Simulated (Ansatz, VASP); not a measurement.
**Ir in VASP and in Ansatz**

```
Ir
1.0
     2.71486    0.00000    0.00000
    -1.35743    2.35114    0.00000
     0.00000    0.00000    8.86674
Ir
4
Direct
  0.00000 0.00000 0.00000
  0.00000 0.00000 0.50000
  0.33333 0.66667 0.25000
  0.66667 0.33333 0.75000
```

Alike in both runs: task relaxation of cell and atoms; functional BLYP; k mesh 13 × 13 × 4; occupations fermi-dirac, width 0.1 eV; no spin polarisation.

|  | VASP | Ansatz |
| --- | --- | --- |
| version | VASP 6.6.1 | Ansatz 0.2.0 |
| potentials or method | VASP PAW PBE potentials, release 64 (Ir_sv_GW), cutoff 500 eV | plane waves (420 eV) with PAW, scalar-relativistic |
| valence electrons in the cell | 68 | 68 |

```csv
,VASP,Ansatz,Ansatz less VASP
relaxed volume (Å³/atom),15.21,15.29,+0.083
relaxed cell length with the largest relative difference (Å),2.780,2.786,+0.0052
```

VASP's potentials were made for PBE, not for BLYP.

Neither program's run includes spin-orbit coupling.
